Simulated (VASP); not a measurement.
# V2N3 (P-3m1) in VASP: a series of runs

The runs below take V2N3 through single point, with PBEsol.

Everything below comes from runs of VASP 6.6.1. Logs are shortened: lines on timing, memory, paths and dates and some standing lists are left out, and cuts for length are marked.

### 1 The cell of the first run

It takes space group P-3m1 (No. 164, trigonal). The conventional cell has a = 2.613 Å, b = 2.613 Å, c = 6.196 Å, α = 90.00°, β = 90.00°, γ = 120.00°. V (site symmetry 3m) has 6 N at 1.93 to 1.94 Å and 6 V at 2.61 Å within 2.7 Å. Within 2.7 Å of N (site symmetry -3m) lie 6 V at 1.94 Å and 8 N at 2.43 to 2.61 Å. Within 1.8 Å of N (site symmetry 3m) lie 1 N at 1.33 Å.

### 2 Single point, PBEsol (strain -0.0600 x Voigt [1, 1, 0, 0, 0, 0])

Input file INCAR:

```
SYSTEM = V2N3
PREC = Accurate ; ENCUT = 520
EDIFF = 1E-6 ; ISMEAR = 0
SIGMA = 0.15 ; LREAL = .FALSE.
LASPH = .TRUE. ; NELM = 100
ALGO = Normal ; ISIF = 2
LWAVE = .FALSE. ; LCHARG = .FALSE.
GGA = PS ; NBANDS = 28
```

Input file KPOINTS:

```
regular mesh
0
G
  18 18 8
  0 0 0
```

Input file POSCAR:

```
V2N3
1.0
    2.6129997742      0.0000000000      0.0000000000
   -1.3064998871      2.2629241845      0.0000000000
    0.0000000000      0.0000000000      6.1963538749
V N
2 3
Direct
    0.6666666667      0.3333333333      0.3021155180
    0.3333333333      0.6666666667      0.6978844820
    0.0000000000      0.0000000000      0.5000000000
    0.0000000000      0.0000000000      0.1074399115
    0.0000000000      0.0000000000      0.8925600885
```

Potentials or basis: VASP PAW PBE potentials, release 64 (V_sv, N).

Run with:

```
cat potpaw_PBE.64/V_sv/POTCAR potpaw_PBE.64/N/POTCAR > POTCAR
mpirun -np 1 vasp_std > vasp.out
```

OUTCAR:

```text
SYSTEM = V2N3
   PREC = Accurate
   ENCUT = 520
   EDIFF = 1E-6
   ISMEAR = 0
   LREAL = .FALSE.
   LASPH = .TRUE.
   NELM = 100
   ISIF = 2
   GGA = PS

 ion  position               nearest neighbor table
   1  0.667  0.333  0.302-   4 1.93   4 1.93   4 1.93   3 1.94   3 1.94   3 1.94   2 2.88   2 2.88
                             2 2.88
   2  0.333  0.667  0.698-   5 1.93   5 1.93   5 1.93   3 1.94   3 1.94   3 1.94   1 2.88   1 2.88
                             1 2.88
   3  0.000  0.000  0.500-   1 1.94   2 1.94   2 1.94   1 1.94   1 1.94   2 1.94
   4  0.000  0.000  0.107-   5 1.33   1 1.93   1 1.93   1 1.93
   5  0.000  0.000  0.893-   4 1.33   2 1.93   2 1.93   2 1.93

  LATTYP: Found a hexagonal cell.
 ALAT       =     2.6129997742
 C/A-ratio  =     2.3713564525

  Lattice vectors:

 A1 = (   2.6129997742,   0.0000000000,   0.0000000000)
 A2 = (  -1.3064998871,   2.2629241845,   0.0000000000)
 A3 = (   0.0000000000,   0.0000000000,   6.1963538749)

Analysis of symmetry for initial positions (statically):
=====================================================================
 Subroutine PRICEL returns:
 Original cell was already a primitive cell.

 Routine SETGRP: Setting up the symmetry group for a
 hexagonal supercell.

 Subroutine GETGRP returns: Found 12 space group operations
 (whereof 12 operations were pure point group operations)
 out of a pool of 24 trial point group operations.

The static configuration has the point symmetry D_3d.

Analysis of symmetry for dynamics (positions and initial velocities):
=====================================================================
 Subroutine PRICEL returns:
 Original cell was already a primitive cell.

 Routine SETGRP: Setting up the symmetry group for a
 hexagonal supercell.

 Subroutine GETGRP returns: Found 12 space group operations
 (whereof 12 operations were pure point group operations)
 out of a pool of 24 trial point group operations.

The dynamic configuration has the point symmetry D_3d.

 Subroutine INISYM returns: Found 12 space group operations
 (whereof 12 operations are pure point group operations),
 and found     1 'primitive' translations

----------------------------------------------------------------------------------------

                                     Primitive cell

  volume of cell :      36.6392

  direct lattice vectors                    reciprocal lattice vectors
     2.612999774  0.000000000  0.000000000     0.382701908  0.220953050  0.000000000
    -1.306499887  2.262924185  0.000000000     0.000000000  0.441906100  0.000000000
     0.000000000  0.000000000  6.196353875     0.000000000  0.000000000  0.161385231

  length of vectors
     2.612999774  2.612999774  6.196353875     0.441906100  0.441906100  0.161385231

  position of ions in fractional coordinates (direct lattice)
     0.666666667  0.333333333  0.302115518
     0.333333333  0.666666667  0.697884482
     0.000000000  0.000000000  0.500000000
     0.000000000  0.000000000  0.107439912
     0.000000000  0.000000000  0.892560088

  ion indices of the primitive-cell ions
   primitive index   ion index
                 1           1
                 2           2
                 3           3
                 4           4
                 5           5

----------------------------------------------------------------------------------------

 KPOINTS: regular mesh

Automatic generation of k-mesh.
 Grid dimensions read from file:
 generate k-points for:   18   18    8

 Generating k-lattice:

  Cartesian coordinates                     Fractional coordinates (reciprocal lattice)
     0.021261217  0.012275169  0.000000000     0.055555556  0.000000000  0.000000000
     0.000000000  0.024550339  0.000000000     0.000000000  0.055555556  0.000000000
     0.000000000  0.000000000  0.020173154     0.000000000  0.000000000  0.125000000

  Length of vectors
     0.024550339  0.024550339  0.020173154

  Shift w.r.t. Gamma in fractional coordinates (k-lattice)
     0.000000000  0.000000000  0.000000000

 Subroutine IBZKPT returns following result:
 ===========================================

 Found    266 irreducible k-points:

 Following reciprocal coordinates:
            Coordinates               Weight
  0.000000  0.000000  0.000000      1.000000
  0.055556  0.000000  0.000000      6.000000
  0.111111  0.000000  0.000000      6.000000
  0.166667  0.000000  0.000000      6.000000
  0.222222  0.000000  0.000000      6.000000
  0.277778  0.000000  0.000000      6.000000
[... 16 lines left out ...]
  0.333333  0.111111  0.000000     12.000000
  0.388889  0.111111  0.000000     12.000000
 [... further k-points ...]
   k-points           NKPTS =    266   k-points in BZ     NKDIM =    266   number of bands    NBANDS=     28
   number of dos      NEDOS =    301   number of ions     NIONS =      5
   total plane-waves  NPLWV =  19200
   dimension x,y,z NGX =    20 NGY =   20 NGZ =   48
   dimension x,y,z NGXF=    40 NGYF=   40 NGZF=   96
   ions per type =               2   3
   NGX,Y,Z   is equivalent  to a cutoff of  12.72, 12.72, 12.88 a.u.
   NGXF,Y,Z  is equivalent  to a cutoff of  25.45, 25.45, 25.76 a.u.
 SYSTEM =  V2N3
   PREC   = accura    normal or accurate (medium, high low for compatibility)
   ISTART =      0    job   : 0-new  1-cont  2-samecut
   ICHARG =      2    charge: 1-file 2-atom 10-const
   ISPIN  =      1    spin polarized calculation?
   LNONCOLLINEAR =      F non collinear calculations
   LSORBIT =      F    spin-orbit coupling
   LASPH  =      T    aspherical Exc in radial PAW
   ENCUT  =  520.0 eV  38.22 Ry    6.18 a.u.   4.86  4.86 11.52*2*pi/ulx,y,z
   NELM   =    100;   NELMIN=  2; NELMDL= -5     # of ELM steps
   EDIFF  = 0.1E-05   stopping-criterion for ELM
   LREAL  =      F    real-space projection
   EDIFFG = 0.1E-04   stopping-criterion for IOM
   NSW    =      0    number of steps for IOM
   IBRION =     -1    ionic relax: 0-MD 1-quasi-New 2-CG
   NFREE  =      0    steps in history (QN), initial steepest desc. (CG)
   ISIF   =      2    stress and relaxation
   ISYM   =      2    0-nonsym 1-usesym 2-fastsym
   POTIM  = 0.5000    time-step for ionic-motion
   TEBEG  =    0.0;   TEEND  =   0.0 temperature during run
   PSTRESS=    0.0 pullay stress
   NELECT =      41.0000    total number of electrons
   NUPDOWN=      -1.0000    fix difference up-down
   EMIN   =  10.00;   EMAX   =-10.00  energy-range for DOS
   EFERMI =   0.00;   METHOD = LEGACY
   ISMEAR =     0;   SIGMA  =   0.15  broadening in eV -4-tet -1-fermi 0-gaus
   EFERMI_NEDOS =   21; number of points for ismear=-14 and -15
   IALGO  =     38    algorithm
   IMIX   =      4    mixing-type and parameters
     AMIX     =   0.40;   BMIX     =  1.00
     AMIX_MAG =   1.60;   BMIX_MAG =  1.00
  volume/ion in A,a.u.               =       7.33        49.45
  Fermi-wavevector in a.u.,A,eV,Ry     =   1.699629  3.211834 39.303699  2.888740
  Thomas-Fermi vector in A             =   2.779912
   LORBIT       =      0    0 simple, 1 ext, 2 COOP (PROOUT), +10 PAW based schemes
   GGA     = PS    functional components
   LHFCALC =     F    Hartree Fock is set to
   AEXX    =    0.0000 exact exchange contribution
   IVDW    =     0    specifies the selected vdW correction
   LEPSILON=     F    determine dielectric tensor
   LRPA    =     F    only Hartree local field effects (RPA)
 non-spin polarized calculation
 Gauss-broadening in eV      SIGMA  =   0.15
  energy-cutoff  :      520.00
  volume of cell :       36.64
 maximum number of plane-waves:      1017
   NGX =  9   NGY =  9   NGZ = 23

 number of electron      41.0000007 magnetization

 Free energy of the ion-electron system (eV)
  ---------------------------------------------------
  ext. energy  EPLUGINS =         0.00000000
  ---------------------------------------------------
  free energy    TOTEN  =       -49.08014461 eV

  energy without entropy =      -49.05662612  energy(sigma->0) =      -49.06838536

 E-fermi :  11.9094     XC(G=0): -14.3559

 val. band max:       11.9041124803   @ k =   0.3889   0.0000   0.1250
 cond. band min:      11.9103331679   @ k =   0.3333   0.1111   0.0000
 fundamental gap:      0.0062206876
 Fermi energy:        11.9094145319

 k-point     1 :       0.0000    0.0000    0.0000
  band No.  band energies     occupation
      1     -52.2640      2.00000
      2     -52.2117      2.00000
      3     -26.5016      2.00000
      4     -26.0843      2.00000
      5     -25.8158      2.00000
      6     -25.8158      2.00000
[... 20 lines left out ...]
     27      16.2978      0.00000
     28      16.8169      0.00000

 k-point     2 :       0.0556    0.0000    0.0000
  band No.  band energies     occupation
      1     -52.2581      2.00000
      2     -52.2066      2.00000
      3     -26.4920      2.00000
      4     -26.0812      2.00000
      5     -25.8480      2.00000
      6     -25.8308      2.00000
[... 20 lines left out ...]
     27      16.3220      0.00000
     28      16.7980      0.00000

 k-point     3 :       0.1111    0.0000    0.0000
  band No.  band energies     occupation
      1     -52.2413      2.00000
      2     -52.1919      2.00000
      3     -26.4644      2.00000
      4     -26.0754      2.00000
      5     -25.9385      2.00000
      6     -25.9188      2.00000
[... 20 lines left out ...]
     27      16.4117      0.00000
     28      16.7580      0.00000

 k-point     4 :       0.1667    0.0000    0.0000
  band No.  band energies     occupation
      1     -52.2152      2.00000
      2     -52.1693      2.00000
      3     -26.4235      2.00000
      4     -26.1140      2.00000
      5     -26.0615      2.00000
      6     -26.0165      2.00000
[... 20 lines left out ...]
     27      16.5772      0.00000
     28      16.7320      0.00000

 k-point     5 :       0.2222    0.0000    0.0000
  band No.  band energies     occupation
      1     -52.1830      2.00000
      2     -52.1416      2.00000
      3     -26.3871      2.00000
      4     -26.2664      2.00000
      5     -26.2066      2.00000
      6     -26.0172      2.00000
[... 20 lines left out ...]
     27      16.7312      0.00000
     28      16.7914      0.00000

 k-point     6 :       0.2778    0.0000    0.0000
  band No.  band energies     occupation
      1     -52.1481      2.00000
      2     -52.1123      2.00000
      3     -26.4704      2.00000
      4     -26.4192      2.00000
      5     -26.2575      2.00000
      6     -26.0017      2.00000
[... 463 lines left out ...]
      5     -26.2469      2.00000
      6     -26.0129      2.00000
[... 20 lines left out ...]
     27      16.2971      0.00000
     28      17.3095      0.00000

 k-point    22 :       0.2778    0.1111    0.0000
  band No.  band energies     occupation
      1     -52.1057      2.00000
      2     -52.0779      2.00000
      3     -26.6231      2.00000
      4     -26.5656      2.00000
      5     -26.1977      2.00000
      6     -26.0602      2.00000
[... 20 lines left out ...]
     27      16.3861      0.00000
     28      17.2762      0.00000

 k-point    23 :       0.3333    0.1111    0.0000
  band No.  band energies     occupation
      1     -52.0793      2.00000
      2     -52.0576      2.00000
      3     -26.7395      2.00000
      4     -26.6719      2.00000
      5     -26.1506      2.00000
      6     -26.1007      2.00000
[... 20 lines left out ...]
     27      16.5764      0.00000
     28      17.1737      0.00000

 k-point    24 :       0.3889    0.1111    0.0000
  band No.  band energies     occupation
      1     -52.0613      2.00000
      2     -52.0449      2.00000
      3     -26.8153      2.00000
      4     -26.7410      2.00000
      5     -26.1356      2.00000
      6     -26.1122      2.00000
[... 20 lines left out ...]
     27      16.7246      0.00000
     28      17.1463      0.00000

 [... further k-points ...]

------------------------ aborting loop because EDIFF is reached ----------------------------------------

  FORCE on cell =-STRESS in cart. coord.  units (eV):
  Direction    XX          YY          ZZ          XY          YZ          ZX
  --------------------------------------------------------------------------------------
  -------------------------------------------------------------------------------------
  Total       13.5673337     13.5673337      6.2987644      0.0000000      0.0000000     -0.0000000
  in kB      593.2797169    593.2797168    275.4357806      0.0000000      0.0000000     -0.0000000
  external PRESSURE =     487.3317381 kB  Pullay stress =       0.0000000 kB

 VOLUME and BASIS-vectors are now :
 -----------------------------------------------------------------------------
  energy-cutoff  :      520.00
  volume of cell :       36.64
      direct lattice vectors                 reciprocal lattice vectors
     2.612999774  0.000000000  0.000000000     0.382701908  0.220953050  0.000000000
    -1.306499887  2.262924185  0.000000000     0.000000000  0.441906100  0.000000000
     0.000000000  0.000000000  6.196353875     0.000000000  0.000000000  0.161385231

 POSITION                                       TOTAL-FORCE (eV/Angst)
 -----------------------------------------------------------------------------------
      1.30650      0.75431      1.87201        -0.000000      0.000000     -0.321744
     -0.00000      1.50862      4.32434         0.000000     -0.000000      0.321744
      0.00000      0.00000      3.09818        -0.000000      0.000000      0.000000
      0.00000      0.00000      0.66574         0.000000     -0.000000     -0.919985
      0.00000      0.00000      5.53062        -0.000000      0.000000      0.919985
 -----------------------------------------------------------------------------------
    total drift:                                0.000000     -0.000000      0.000000

  FREE ENERGIE OF THE ION-ELECTRON SYSTEM (eV)
  ---------------------------------------------------
  free  energy   TOTEN  =       -49.0801446056 eV

  energy  without entropy=      -49.0566261218  energy(sigma->0) =      -49.06838536
```

Wall time 4.4 min (1 thread of Intel Xeon Platinum 8559C (Emerald Rapids), shared host); peak memory 0.32 GiB.

Results:

| Property | Result |
| --- | --- |
| Free energy | -49.0801 eV |
| Pressure | 48.7 GPa |
| Largest force | 0.920 eV/Å |
| Band gap on the k mesh | zero (an odd number of electrons rules out a gap without spin polarisation) |

Forces on the atoms (eV/Å):
```
V    0.000  0.000 -0.322
V    0.000  0.000  0.322
N    0.000  0.000  0.000
N    0.000  0.000 -0.920
N    0.000  0.000  0.920
```

Stress tensor (GPa, compression positive):
```
59.33  0.00  0.00
 0.00 59.33  0.00
 0.00  0.00 27.54
```

Levels at points of the mesh, in eV from the Fermi level:
```csv
k point,band 18,band 19,band 20,band 21,band 22,band 23,band 24,band 25
"(0.00, 0.00, 0.00)",-1.97,-1.97,-0.85,0.77,0.77,1.02,2.60,2.60
"(0.50, 0.00, 0.00)",-3.49,-1.49,-1.33,0.10,2.68,2.92,3.27,3.55
"(0.00, 0.00, 0.50)",-2.12,-1.03,-1.03,0.42,0.42,1.18,1.96,1.96
"(0.50, 0.00, 0.50)",-2.68,-2.17,-0.22,0.25,2.51,3.08,3.27,3.29
```

Caveat: the cell differs from its parent crystal (strain -0.0600 x Voigt [1, 1, 0, 0, 0, 0]); the cell stands under pressure; the PAW data sets were made with another functional, which shifts forces and pressure a little; the run has no spin polarisation, though such a crystal can be magnetic.

### 3 Single point, PBEsol (strain -0.0450 x Voigt [1, 1, 0, 0, 0, 0])

Input file INCAR:

```
SYSTEM = V2N3
  ALGO = Normal
  EDIFF = 1E-7
  ENCUT = 520
  GGA = PS
  ISIF = 2
  ISMEAR = 0
  LASPH = .True.
  LCHARG = .False.
  LREAL = .False.
  LWAVE = .False.
  NBANDS = 28
  NELM = 60
  PREC = Accurate
  SIGMA = 0.15
```

Input file KPOINTS:

```
k-points
0
Gamma
  18 18 8
  0 0 0
```

Edit POSCAR of step 2 so:

```diff
@@ -2,4 +2,4 @@
 1.0
-    2.6129997742      0.0000000000      0.0000000000
-   -1.3064998871      2.2629241845      0.0000000000
+    2.6546965791      0.0000000000      0.0000000000
+   -1.3273482895      2.2990346768      0.0000000000
     0.0000000000      0.0000000000      6.1963538749
```

Potentials or basis: VASP PAW PBE potentials, release 64 (V_sv, N).

Run with:

```
cat potpaw_PBE.64/V_sv/POTCAR potpaw_PBE.64/N/POTCAR > POTCAR
mpirun -np 1 vasp_std > vasp.out
```

Run time: 3.5 min. Hardware: 1 thread of Intel Xeon Platinum 8559C (Emerald Rapids), shared host; peak memory 0.33 GiB.

Results (log left out):

* Free energy: -49.4516 eV
* Pressure: 34.1 GPa
* Largest force: 0.600 eV/Å
* Band gap on the k mesh: zero (an odd number of electrons rules out a gap without spin polarisation)

Forces on the atoms (eV/Å):
```
V    0.000  0.000 -0.240
V    0.000  0.000  0.240
N    0.000  0.000  0.000
N    0.000  0.000 -0.600
N    0.000  0.000  0.600
```

Stress tensor (GPa, compression positive):
```
41.56  0.00  0.00
 0.00 41.56  0.00
 0.00  0.00 19.20
```

Levels at points of the mesh, in eV from the Fermi level:
```tsv
k point	band 18	band 19	band 20	band 21	band 22	band 23	band 24	band 25
(0.00, 0.00, 0.00)	-2.00	-2.00	-0.78	0.66	0.66	1.06	2.47	2.47
(0.50, 0.00, 0.00)	-3.59	-1.43	-1.34	0.14	2.46	2.68	3.07	3.26
(0.00, 0.00, 0.50)	-1.95	-1.08	-1.08	0.36	0.36	1.18	1.79	1.79
(0.50, 0.00, 0.50)	-2.59	-2.09	-0.33	0.27	2.31	2.88	3.05	3.10
```

Caveat: the cell differs from its parent crystal (strain -0.0450 x Voigt [1, 1, 0, 0, 0, 0]); the cell stands under pressure; the PAW data sets were made with another functional, which shifts forces and pressure a little; the run has no spin polarisation, though such a crystal can be magnetic.

### 4 Single point, PBEsol (strain -0.0300 x Voigt [1, 1, 0, 0, 0, 0])

Input file INCAR:

```
ALGO = Normal ; EDIFF = 1E-7
ENCUT = 520 ; GGA = PS
ISIF = 2 ; ISMEAR = 0
LASPH = T ; LCHARG = T
LELF = T ; LREAL = F
LVHAR = T ; LWAVE = F
NBANDS = 28 ; NELM = 80
PREC = Accurate ; SIGMA = 0.15
```

Input file KPOINTS:

```
k-points
0
Gamma
  18 18 8
```

Edit POSCAR of step 3 so:

```diff
@@ -2,4 +2,4 @@
 1.0
-    2.6546965791      0.0000000000      0.0000000000
-   -1.3273482895      2.2990346768      0.0000000000
+    2.6963933840      0.0000000000      0.0000000000
+   -1.3481966920      2.3351451691      0.0000000000
     0.0000000000      0.0000000000      6.1963538749
```

Run with:

```
cat potpaw_PBE.64/V_sv/POTCAR potpaw_PBE.64/N/POTCAR > POTCAR
mpirun -np 1 vasp_std > vasp.out
```

Run time: 2.6 min. Hardware: 1 thread of Intel Xeon Platinum 8559C (Emerald Rapids), shared host; peak memory 0.33 GiB.

It converged, with:

- Free energy: -49.7045 eV
- Pressure: 21.4 GPa
- Largest force: 0.330 eV/Å
- Band gap on the k mesh: zero (an odd number of electrons rules out a gap without spin polarisation)

Forces on the atoms (eV/Å):
```
V    0.000  0.000 -0.165
V    0.000  0.000  0.165
N    0.000  0.000  0.000
N    0.000  0.000 -0.330
N    0.000  0.000  0.330
```

Stress tensor (GPa, compression positive):
```
26.02  0.00  0.00
 0.00 26.02  0.00
 0.00  0.00 12.13
```

Levels at points of the mesh, in eV from the Fermi level:
```tsv
k point	band 19	band 20	band 21	band 22	band 23	band 24
(0.00, 0.00, 0.00)	-2.02	-0.72	0.57	0.57	1.09	2.34
(0.50, 0.00, 0.00)	-1.38	-1.35	0.18	2.24	2.47	2.88
(0.00, 0.00, 0.50)	-1.12	-1.12	0.31	0.31	1.16	1.62
(0.50, 0.00, 0.50)	-2.00	-0.43	0.29	2.13	2.69	2.85
```

Caveat: the cell differs from its parent crystal (strain -0.0300 x Voigt [1, 1, 0, 0, 0, 0]); the cell stands under pressure; the PAW data sets were made with another functional, which shifts forces and pressure a little; the run has no spin polarisation, though such a crystal can be magnetic.

(Part 1 of 2 ends here.)
